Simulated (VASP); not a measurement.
Wanted: the native input for a VASP 6.6.1 run.

```
Task                   : single point
Functional             : PBE
Potentials or basis    : VASP PAW PBE potentials, release 64 (Mo_sv)
Cutoff                 : 520 eV
k mesh                 : 13 × 13 × 13
Occupations            : methfessel-paxton, width 0.1 eV
Spin                   : no spin polarisation
Dipole correction      : no
Further INCAR settings : ALGO = Normal; EDIFF = 1e-06; NBANDS = 13
```

The structure of Mo lies in POSCAR:

```
Mo
1.0
   -1.5302858480      1.5302858480      1.5302858480
    1.5302858480     -1.5302858480      1.5302858480
    1.5302858480      1.5302858480     -1.5302858480
Mo
1
Direct
    0.0000000000      0.0000000000      0.0000000000
```

These files were run (other wordings do the same):

INCAR

```
  PREC = Accurate
  ENCUT = 520
  EDIFF = 1E-6
  ISMEAR = 1
  SIGMA = 0.1
  LREAL = False
  LASPH = True
  NELM = 80
  ALGO = Normal
  ISIF = 2
  LWAVE = False
  LCHARG = False
  GGA = PE
  NBANDS = 13
```

KPOINTS

```
Automatic mesh
0
Gamma
  13 13 13
```

Potentials or basis: VASP PAW PBE potentials, release 64 (Mo_sv).

The run is started by

```sh
$ cat potpaw_PBE.64/Mo_sv/POTCAR > POTCAR
$ mpirun -np 1 vasp_std > vasp.out
```

Results of the run:

| Item | Value |
| --- | --- |
| Pressure | 31.2 GPa |
| Band gap on the k mesh | zero (band 7 reaches 18.10 eV, above the bottom of band 8 at 12.49 eV) |

It took 8.5 s on 1 thread of Intel Xeon 6975P-C, with other jobs on the host, peak memory 0.13 GiB.
